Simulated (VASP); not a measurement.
Here is a VASP 6.6.1 calculation.

Contents of INCAR:

```
SYSTEM = MgO
PREC = Accurate
ENCUT = 520
EDIFF = 1E-6
ISMEAR = -1
SIGMA = 0.02
LREAL = .False.
LASPH = .True.
NELM = 60
ALGO = Normal
ISIF = 2
LWAVE = .False.
LCHARG = .False.
NBANDS = 11
```

File KPOINTS:

```
Automatic mesh
0
Gamma
  8 8 8
  0 0 0
```

Contents of POSCAR:

```
MgO
1.0
    0.0000000000      2.1061000000      2.1061000000
    2.1061000000      0.0000000000      2.1061000000
    2.1061000000      2.1061000000      0.0000000000
Mg O
1 1
Direct
    0.0000000000      0.0000000000      0.0000000000
    0.5000000000      0.5000000000      0.5000000000
```

Potentials or basis: VASP PAW LDA potentials, release 64 (Mg, O).

Run with:

```console
$ cat potpaw_LDA.64/Mg/POTCAR potpaw_LDA.64/O/POTCAR > POTCAR
$ mpirun -np 1 vasp_std > vasp.out
```

Q: Predict the pressure.

A: -7.7 GPa.

Q: Predict the band gap on the k mesh.

A: 4.66 eV, direct.

Expect the measured gap to be larger: semilocal functionals such as LDA lack the derivative discontinuity.
